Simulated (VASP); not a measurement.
# C (P-1) in VASP: a series of runs

The runs below take C through single point, with r2SCAN.

Program: VASP 6.6.1. These are calculated values, not measurements. Logs are shortened: lines on timing, memory, paths and dates and some standing lists are left out, and cuts for length are marked.

## 1. The cell of the first run

The typed cell holds 12 atoms: a = 2.518 Å, b = 2.518 Å, c = 12.356 Å, α = 88.25°, β = 86.50°, γ = 60.00°.

## 2. Single point, r2SCAN (the part above a cut slid along it)

File POSCAR:

```
C
1.0
    1.7801417073     -1.7801417073      0.0000000000
    1.7801417073      0.0000000000     -1.7801417073
    7.6546093415      6.5865243171      7.1205668293
C
12
Direct
    0.5854066667      0.6666666667      0.2708666667
   -0.0312600000      0.0000000000      0.1042000000
    0.2020733333      0.3333333333      0.4375333333
    0.4354066667      0.6666666667      0.7708666667
    0.8187400000      1.0000000000      0.6042000000
    0.0520733333      0.3333333333      0.9375333333
    0.5479066667      0.6666666667      0.3958666667
    0.9312400000      1.0000000000      0.2292000000
    0.1645733333      0.3333333333      0.5625333333
    0.3979066667      0.6666666667      0.8958666667
   -0.2187600000      0.0000000000      0.7292000000
    0.3145733333      0.3333333333      0.0625333333
```

File INCAR.step1:

```
SYSTEM = C
PREC = Accurate ; ENCUT = 520
ISMEAR = 0 ; SIGMA = 0.05
LREAL = .False. ; LASPH = .True.
NELM = 60 ; NBANDS = 36
GGA = PE ; ALGO = Normal
EDIFF = 1E-4 ; LWAVE = .True.
LCHARG = .False.
```

File INCAR.step2:

```
SYSTEM = C
PREC = Accurate ; ENCUT = 520
EDIFF = 1E-7 ; ISMEAR = 0
SIGMA = 0.05 ; LREAL = .False.
LASPH = .True. ; NELM = 60
ALGO = Normal ; ISIF = 2
LWAVE = .False. ; LCHARG = .False.
METAGGA = R2SCAN ; LMIXTAU = .True.
NBANDS = 36 ; ISTART = 1
```

File KPOINTS:

```
regular mesh
0
Gamma
  10 10 2
  0 0 0
```

Potentials or basis: VASP PAW PBE potentials, release 64 (C).

On the command line:

```bash
$ cat potpaw_PBE.64/C/POTCAR > POTCAR
$ cp INCAR.step1 INCAR
$ mpirun -np 1 vasp_std > vasp.out
$ cp INCAR.step2 INCAR
$ mpirun -np 1 vasp_std > vasp.out
```

OUTCAR:

```text
SYSTEM = C
   PREC = Accurate
   ENCUT = 520
   EDIFF = 1E-7
   ISMEAR = 0
   LREAL = .False.
   LASPH = .True.
   NELM = 60
   ISIF = 2
   METAGGA = R2SCAN
   ISTART = 1

 ion  position               nearest neighbor table
   1  0.585  0.667  0.271-   8 1.54   7 1.54   8 1.54   8 1.54
   2  0.969  0.000  0.104-  12 1.54   8 1.54  12 1.54  12 1.54
   3  0.202  0.333  0.438-   7 1.54   7 1.54   9 1.54   7 1.54
   4  0.435  0.667  0.771-  11 1.54  10 1.54  11 1.54  11 1.54
   5  0.819  0.000  0.604-   9 1.54  11 1.54   9 1.54   9 1.54
   6  0.052  0.333  0.938-  10 1.54  10 1.54  10 1.54  12 1.72
   7  0.548  0.667  0.396-   3 1.54   3 1.54   1 1.54   3 1.54
   8  0.931  0.000  0.229-   1 1.54   2 1.54   1 1.54   1 1.54
   9  0.165  0.333  0.563-   5 1.54   3 1.54   5 1.54   5 1.54
  10  0.398  0.667  0.896-   6 1.54   6 1.54   4 1.54   6 1.54
  11  0.781  0.000  0.729-   4 1.54   5 1.54   4 1.54   4 1.54
  12  0.315  0.333  0.063-   2 1.54   2 1.54   2 1.54   6 1.72

  LATTYP: Found a base centered monoclinic cell.
 ALAT       =     2.5175005454
 B/A-ratio  =     1.7320508076
 C/A-ratio  =     4.9081564768
 COS(beta)  =    -0.0611227457

  Lattice vectors:

 A1 = (   0.0000000000,   1.7801417073,  -1.7801417073)
 A2 = (  -1.7801417073,   0.0000000000,   1.7801417073)
 A3 = (   7.6546093415,   6.5865243171,   7.1205668293)

Analysis of symmetry for initial positions (statically):
=====================================================================
 Subroutine PRICEL returns:
 Original cell was already a primitive cell.

 Routine SETGRP: Setting up the symmetry group for a
 base centered monoclinic supercell.

 Subroutine GETGRP returns: Found  2 space group operations
 (whereof  1 operations were pure point group operations)
 out of a pool of  4 trial point group operations.

The static configuration has the point symmetry C_1 .
 The point group associated with its full space group is S_2 .

Analysis of symmetry for dynamics (positions and initial velocities):
=====================================================================
 Subroutine PRICEL returns:
 Original cell was already a primitive cell.

 Routine SETGRP: Setting up the symmetry group for a
 base centered monoclinic supercell.

 Subroutine GETGRP returns: Found  2 space group operations
 (whereof  1 operations were pure point group operations)
 out of a pool of  4 trial point group operations.

The dynamic configuration has the point symmetry C_1 .
 The point group associated with its full space group is S_2 .

 Subroutine INISYM returns: Found  2 space group operations
 (whereof  1 operations are pure point group operations),
 and found     1 'primitive' translations

----------------------------------------------------------------------------------------

                                     Primitive cell

  volume of cell :      67.6932

  direct lattice vectors                    reciprocal lattice vectors
     1.780141707 -1.780141707  0.000000000     0.173207185 -0.388545847  0.173207185
     1.780141707  0.000000000 -1.780141707     0.187251010  0.187251010 -0.374502021
     7.654609341  6.586524317  7.120566829     0.046812753  0.046812753  0.046812753

  length of vectors
     2.517500545  2.517500545 12.356286607     0.459313980  0.458669429  0.081082066

  position of ions in fractional coordinates (direct lattice)
     0.585406667  0.666666667  0.270866667
     0.968740000  0.000000000  0.104200000
     0.202073333  0.333333333  0.437533333
     0.435406667  0.666666667  0.770866667
     0.818740000  0.000000000  0.604200000
     0.052073333  0.333333333  0.937533333
     0.547906667  0.666666667  0.395866667
     0.931240000  0.000000000  0.229200000
     0.164573333  0.333333333  0.562533333
     0.397906667  0.666666667  0.895866667
     0.781240000  0.000000000  0.729200000
     0.314573333  0.333333333  0.062533333

  ion indices of the primitive-cell ions
   primitive index   ion index
                 1           1
                 2           2
                 3           3
                 4           4
                 5           5
                 6           6
                 7           7
                 8           8
                 9           9
                10          10
                11          11
                12          12

----------------------------------------------------------------------------------------

 KPOINTS: regular mesh

Automatic generation of k-mesh.
 Grid dimensions read from file:
 generate k-points for:   10   10    2

 Generating k-lattice:

  Cartesian coordinates                     Fractional coordinates (reciprocal lattice)
     0.017320718 -0.038854585  0.017320718     0.100000000  0.000000000 -0.000000000
     0.018725101  0.018725101 -0.037450202     0.000000000  0.100000000 -0.000000000
     0.023406376  0.023406376  0.023406376     0.000000000  0.000000000  0.500000000

  Length of vectors
     0.045931398  0.045866943  0.040541033

  Shift w.r.t. Gamma in fractional coordinates (k-lattice)
     0.000000000  0.000000000  0.000000000

 Subroutine IBZKPT returns following result:
 ===========================================

 Found    104 irreducible k-points:

 Following reciprocal coordinates:
            Coordinates               Weight
  0.000000  0.000000  0.000000      1.000000
  0.100000  0.000000 -0.000000      2.000000
 -0.100000 -0.100000  0.000000      2.000000
  0.200000  0.000000 -0.000000      2.000000
 -0.200000 -0.200000  0.000000      2.000000
  0.300000  0.000000 -0.000000      2.000000
[... 16 lines left out ...]
  0.300000  0.400000 -0.000000      2.000000
 -0.200000  0.100000  0.000000      2.000000
 [... further k-points ...]
   k-points           NKPTS =    104   k-points in BZ     NKDIM =    104   number of bands    NBANDS=     36
   number of dos      NEDOS =    301   number of ions     NIONS =     12
   total plane-waves  NPLWV =  38400
   dimension x,y,z NGX =    20 NGY =   20 NGZ =   96
   dimension x,y,z NGXF=    40 NGYF=   40 NGZF=  192
   ions per type =              12
   NGX,Y,Z   is equivalent  to a cutoff of  13.21, 13.21, 12.92 a.u.
   NGXF,Y,Z  is equivalent  to a cutoff of  26.41, 26.41, 25.83 a.u.
 SYSTEM =  C
   PREC   = accura    normal or accurate (medium, high low for compatibility)
   ISTART =      1    job   : 0-new  1-cont  2-samecut
   ICHARG =      0    charge: 1-file 2-atom 10-const
   ISPIN  =      1    spin polarized calculation?
   LNONCOLLINEAR =      F non collinear calculations
   LSORBIT =      F    spin-orbit coupling
   LASPH  =      T    aspherical Exc in radial PAW
   ENCUT  =  520.0 eV  38.22 Ry    6.18 a.u.   4.68  4.68 22.97*2*pi/ulx,y,z
   NELM   =     60;   NELMIN=  2; NELMDL=  0     # of ELM steps
   EDIFF  = 0.1E-06   stopping-criterion for ELM
   LREAL  =      F    real-space projection
   EDIFFG = 0.1E-05   stopping-criterion for IOM
   NSW    =      0    number of steps for IOM
   IBRION =     -1    ionic relax: 0-MD 1-quasi-New 2-CG
   NFREE  =      0    steps in history (QN), initial steepest desc. (CG)
   ISIF   =      2    stress and relaxation
   ISYM   =      2    0-nonsym 1-usesym 2-fastsym
   POTIM  = 0.5000    time-step for ionic-motion
   TEBEG  =    0.0;   TEEND  =   0.0 temperature during run
   PSTRESS=    0.0 pullay stress
   NELECT =      48.0000    total number of electrons
   NUPDOWN=      -1.0000    fix difference up-down
   EMIN   =  10.00;   EMAX   =-10.00  energy-range for DOS
   EFERMI =   0.00;   METHOD = LEGACY
   ISMEAR =     0;   SIGMA  =   0.05  broadening in eV -4-tet -1-fermi 0-gaus
   EFERMI_NEDOS =   21; number of points for ismear=-14 and -15
   IALGO  =     38    algorithm
   IMIX   =      4    mixing-type and parameters
     AMIX     =   0.40;   BMIX     =  1.00
     AMIX_MAG =   1.60;   BMIX_MAG =  1.00
  volume/ion in A,a.u.               =       5.64        38.07
  Fermi-wavevector in a.u.,A,eV,Ry     =   1.459846  2.758708 28.996044  2.131149
  Thomas-Fermi vector in A             =   2.576365
   LORBIT       =      0    0 simple, 1 ext, 2 COOP (PROOUT), +10 PAW based schemes
   METAGGA = R2SCAN    functional components
   LHFCALC =     F    Hartree Fock is set to
   AEXX    =    0.0000 exact exchange contribution
   IVDW    =     0    specifies the selected vdW correction
   LEPSILON=     F    determine dielectric tensor
   LRPA    =     F    only Hartree local field effects (RPA)
 non-spin polarized calculation
 Gauss-broadening in eV      SIGMA  =   0.05
  energy-cutoff  :      520.00
  volume of cell :       67.69
 maximum number of plane-waves:      1844
   NGX =  9   NGY =  9   NGZ = 45

 number of electron      47.9999996 magnetization

 Free energy of the ion-electron system (eV)
  ---------------------------------------------------
  ext. energy  EPLUGINS =         0.00000000
  ---------------------------------------------------
  free energy    TOTEN  =      -115.63100102 eV

  energy without entropy =     -115.63100102  energy(sigma->0) =     -115.63100102

 E-fermi :  10.6082     XC(G=0): -14.3071

 val. band max:       10.3921381427   @ k =   0.0000   0.0000   0.0000
 cond. band min:      11.5132495884   @ k =   0.5000   0.0000  -0.0000
 fundamental gap:      1.1211114457
 Fermi energy:        10.6082221649

 k-point     1 :       0.0000    0.0000    0.0000
  band No.  band energies     occupation
      1     -12.9593      2.00000
      2     -12.1525      2.00000
      3     -12.1523      2.00000
      4      -9.8336      2.00000
      5      -9.7593      2.00000
      6      -7.0023      2.00000
[... 28 lines left out ...]
     35      18.3840      0.00000
     36      18.4397      0.00000

 k-point     2 :       0.1000    0.0000   -0.0000
  band No.  band energies     occupation
      1     -12.7004      2.00000
      2     -11.9437      2.00000
      3     -11.8472      2.00000
      4      -9.6458      2.00000
      5      -9.4483      2.00000
      6      -6.7776      2.00000
[... 28 lines left out ...]
     35      18.7866      0.00000
     36      18.8821      0.00000

 k-point     3 :      -0.1000   -0.1000    0.0000
  band No.  band energies     occupation
      1     -12.6997      2.00000
      2     -11.9436      2.00000
      3     -11.8461      2.00000
      4      -9.6464      2.00000
      5      -9.4466      2.00000
      6      -6.7780      2.00000
[... 28 lines left out ...]
     35      18.6409      0.00000
     36      18.7253      0.00000
[... 742 lines left out ...]
 k-point    23 :       0.3000    0.4000   -0.0000
  band No.  band energies     occupation
      1      -9.6525      2.00000
      2      -9.0108      2.00000
      3      -8.7543      2.00000
      4      -6.8881      2.00000
      5      -6.4630      2.00000
      6      -4.1785      2.00000
[... 28 lines left out ...]
     35      20.1503      0.00000
     36      20.3034      0.00000

 k-point    24 :      -0.2000    0.1000    0.0000
  band No.  band energies     occupation
      1     -11.1661      2.00000
      2     -10.4705      2.00000
      3     -10.2782      2.00000
      4      -8.2647      2.00000
      5      -7.8912      2.00000
      6      -5.4360      2.00000
[... 28 lines left out ...]
     35      20.0632      0.00000
     36      20.7810      0.00000

 [... further k-points ...]

------------------------ aborting loop because EDIFF is reached ----------------------------------------

  FORCE on cell =-STRESS in cart. coord.  units (eV):
  Direction    XX          YY          ZZ          XY          YZ          ZX
  --------------------------------------------------------------------------------------
  -------------------------------------------------------------------------------------
  Total       -9.1853691      8.0647253      4.0825847      2.0254202      6.5610304     -3.1944740
  in kB     -217.4013427    190.8776981     96.6275147     47.9380934    155.2879156    -75.6075146
  external PRESSURE =      23.3679567 kB  Pullay stress =       0.0000000 kB

 VOLUME and BASIS-vectors are now :
 -----------------------------------------------------------------------------
  energy-cutoff  :      520.00
  volume of cell :       67.69
      direct lattice vectors                 reciprocal lattice vectors
     1.780141707 -1.780141707  0.000000000     0.173207185 -0.388545847  0.173207185
     1.780141707  0.000000000 -1.780141707     0.187251010  0.187251010 -0.374502021
     7.654609341  6.586524317  7.120566829     0.046812753  0.046812753  0.046812753

 POSITION                                       TOTAL-FORCE (eV/Angst)
 -----------------------------------------------------------------------------------
      4.30225      0.74196      0.74196         0.007446     -0.019615      0.001700
      2.52210     -1.03818      0.74196         0.073283     -0.007829      0.614705
      4.30225      2.52210      2.52210         0.005007     -0.007781     -0.002220
      7.86253      4.30225      4.30225         0.290983     -0.453580     -0.236065
      6.08239      2.52210      4.30225         0.037433     -0.045713     -0.013491
      7.86253      6.08239      6.08239         2.852715     -4.165323     -0.622443
      5.19232      1.63203      1.63203        -0.037433      0.045713      0.013491
      3.41218     -0.14811      1.63203        -0.290983      0.453580      0.236065
      5.19232      3.41218      3.41218        -0.005007      0.007781      0.002220
      8.75260      5.19232      5.19232        -0.073283      0.007829     -0.614705
      6.97246      3.41218      5.19232        -0.007446      0.019615     -0.001700
      1.63203     -0.14811     -0.14811        -2.852715      4.165323      0.622443
 -----------------------------------------------------------------------------------
    total drift:                                0.000000      0.000010     -0.000004

  FREE ENERGIE OF THE ION-ELECTRON SYSTEM (eV)
  ---------------------------------------------------
  free  energy   TOTEN  =      -115.6310010185 eV

  energy  without entropy=     -115.6310010185  energy(sigma->0) =     -115.63100102
```

Wall time 12 min (1 thread of Intel Xeon Platinum 8259CL at 2.50GHz (Skylake/Cascade Lake), shared host); peak memory 0.29 GiB.

What came out:

```
Free energy            : -115.6310 eV
Pressure               : 2.3 GPa
Largest force          : 5.087 eV/Å
Band gap on the k mesh : 1.12 eV (least direct gap 2.90 eV)
```

Forces on the atoms (eV/Å):
```
C    0.007 -0.020  0.002
C    0.073 -0.008  0.615
C    0.005 -0.008 -0.002
C    0.291 -0.454 -0.236
C    0.037 -0.046 -0.013
C    2.853 -4.165 -0.622
C   -0.037  0.046  0.013
C   -0.291  0.454  0.236
C   -0.005  0.008  0.002
C   -0.073  0.008 -0.615
C   -0.007  0.020 -0.002
C   -2.853  4.165  0.622
```

Levels at points of the mesh, in eV from the valence-band top:
```tsv
k point	band 21	band 22	band 23	band 24	band 25	band 26	band 27	band 28
(0.00, 0.00, 0.00)	-1.32	-0.89	-0.71	0.00	4.85	5.43	5.57	5.70
(0.50, 0.00, 0.00)	-4.76	-4.72	-3.76	-1.78	1.12	4.51	4.88	5.06
(0.50, 0.50, 0.00)	-4.76	-4.72	-3.87	-3.49	4.13	4.50	4.99	5.10
(0.00, 0.50, 0.00)	-5.05	-4.48	-3.90	-2.88	3.97	4.60	4.89	5.56
(0.00, 0.00, 0.50)	-1.27	-0.87	-0.81	-0.77	5.21	5.29	5.68	6.09
(0.50, 0.00, 0.50)	-4.38	-4.13	-3.89	-1.93	1.24	4.53	4.67	5.55
(0.50, 0.50, 0.50)	-4.74	-4.40	-3.89	-3.88	4.27	4.56	4.59	5.77
(0.00, 0.50, 0.50)	-4.75	-4.25	-3.81	-3.21	4.35	4.52	4.81	5.70
```

Caveat: the cell differs from its parent crystal (the part above a cut slid along it); the stress differs along the axes, from -22 to 19 GPa; the PAW data sets were made with another functional, which shifts forces and pressure a little.

(Continued in part 2 of 2.)

The gap in the log of VASP goes by the Fermi energy; the results here count the filled bands.